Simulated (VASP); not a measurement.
# LiBeF3: vibrations by perturbation theory with PBE

LiBeF3:

```xyz
5
Lattice="2.7677 0.0000 0.0000 0.0000 2.6139 4.0849 0.0000 -2.6139 4.0849" Properties=species:S:1:pos:R:3 pbc="T T T"
Li    1.3838    0.0000    5.6696
Be    0.0000    0.0000    0.4475
F     1.3838    0.0000    7.7177
F     0.0000    1.3179    5.3355
F     0.0000   -1.3179    5.3355
```

```yaml
Program: VASP 6.6.1
Task: vibrations by perturbation theory
Functional: PBE
Potentials_or_basis: VASP PAW PBE potentials, release 64 (Li_sv, Be, F)
Cutoff: 520 eV
k_mesh: 8 × 6 × 6
Occupations: gaussian, width 0.01 eV
Spin: no spin polarisation
Dipole_correction: no
Further_INCAR_settings: ALGO = Normal; EDIFF = 1e-08; IBRION = 8; NSW = 1
```

| Item | Value |
| --- | --- |
| Electronic dielectric tensor (diagonal) | 1.80, 1.76, 1.73 |
| Born charges (mean of the diagonal) | Li +1.05; Be +1.77; F -0.95, -0.93 (each value once) e |
| Highest phonon frequency at Γ, LO-TO splitting left out | 893 cm⁻¹ |

Phonon frequencies in cm⁻¹ (negative: imaginary):
```tsv
q point	frequencies
(0.000, 0.000, 0.000)	-1 -1 -1 50 208 275 304 314 349 391 455 481 540 785 893
```

Electronic dielectric tensor:
```
1.80 0.00 0.00
0.00 1.76 0.00
0.00 0.00 1.73
```

Born effective charge tensors (e):
atom 1, Li
```
1.08 0.00 0.00
0.00 1.11 0.00
0.00 0.00 0.95
```
atom 2, Be
```
1.96 0.00 0.00
0.00 1.78 0.00
0.00 0.00 1.55
```
atom 3, F
```
-1.29  0.00  0.00
 0.00 -0.59  0.00
 0.00  0.00 -0.97
```
atom 4, F
```
-0.87  0.00  0.00
 0.00 -1.15  0.27
 0.00  0.27 -0.76
```
atom 5, F
```
-0.87  0.00  0.00
 0.00 -1.15 -0.27
 0.00 -0.27 -0.76
```

Wall time 29 min on 1 thread of Intel(R) Xeon(R) Platinum 8488C (Sapphire Rapids) (shared host), peak memory 0.54 GiB.
